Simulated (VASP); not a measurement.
## Bi2Te3: electric field gradients with LDA

Bi2Te3:

```
CELL_PARAMETERS angstrom
2.20850 1.27508 9.74774
-2.20850 1.27508 9.74774
0.00000 -2.55016 9.74774
ATOMIC_POSITIONS crystal
Bi 0.81200 0.81200 0.81200
Bi 0.40200 0.40200 0.40200
Te 0.61100 0.61100 0.61100
Te 0.20000 0.20000 0.20000
Te 0.00000 0.00000 0.00000
```

This cell differs from its parent crystal: zz strain of -2 %.

| Item | Value |
| --- | --- |
| Program | VASP 6.6.1 |
| Task | electric field gradients |
| Functional | LDA |
| Potentials or basis | VASP PAW LDA potentials, release 64 (Bi_d, Te) |
| Cutoff | 520 eV |
| k mesh | 8 × 8 × 8 |
| Occupations | fermi-dirac, width 0.08 eV |
| Spin | no spin polarisation |
| Dipole correction | no |
| Further INCAR settings | ALGO = Normal; EDIFF = 1e-08; NBANDS = 32 |

* Pressure: -0.8 GPa
* Largest force: 1.183 eV/Å
* Band gap on the k mesh: zero (bands 24 and 25 overlap by 0.20 eV)
* Largest electric field gradient by atom: Bi -61.8, -14.6; Te -8.7, +1.2, +4.5 V/Å²

Forces in eV/Å, atoms in the order of the input:
```
Bi   0.000  0.000 -0.873
Bi   0.000  0.000 -0.378
Te   0.000  0.000 -0.743
Te   0.000  0.000  0.811
Te   0.000  0.000  1.183
```

Stress tensor (GPa, compression positive):
```
-0.58  0.00  0.00
 0.00 -0.58  0.00
 0.00  0.00 -1.23
```

Levels at points of the mesh, in eV from the Fermi level:
| k point | band 21 | band 22 | band 23 | band 24 | band 25 | band 26 | band 27 | band 28 |
| --- | --- | --- | --- | --- | --- | --- | --- | --- |
| (0.00, 0.00, 0.00) | -2.19 | -0.55 | -0.54 | -0.54 | -0.14 | 0.19 | 0.19 | 2.14 |
| (0.50, 0.00, 0.00) | -3.30 | -2.21 | -0.34 | -0.26 | -0.15 | 0.43 | 2.61 | 2.73 |
| (0.50, 0.50, 0.00) | -2.30 | -1.89 | -1.17 | -0.39 | 0.45 | 1.10 | 1.80 | 2.47 |
| (0.50, 0.50, 0.50) | -1.90 | -0.92 | -0.81 | -0.81 | 0.36 | 0.83 | 0.83 | 1.59 |

Electric field gradients, principal values (V/Å²):
```
atom   least  middle  greatest (by size)
1 Bi  30.891  30.891             -61.782
2 Bi   7.313   7.313             -14.625
3 Te   4.363   4.363              -8.726
4 Te  -0.618  -0.618               1.236
5 Te  -2.256  -2.256               4.512
```

Wall time 30 min on 1 thread of Intel(R) Xeon(R) Platinum 8488C (Sapphire Rapids), with other jobs on the host, peak memory 0.83 GiB.

Caveat: the cell differs from its parent crystal (zz strain of -2 %); without QUAD_EFG the Cq values of the log hold for a quadrupole moment of 1 mb, not for the nuclei; spin-orbit coupling is left out, which moves the levels of the heavy elements; forces of over 1 eV/Å act on the atoms, so gaps and moduli don't describe the material at rest.
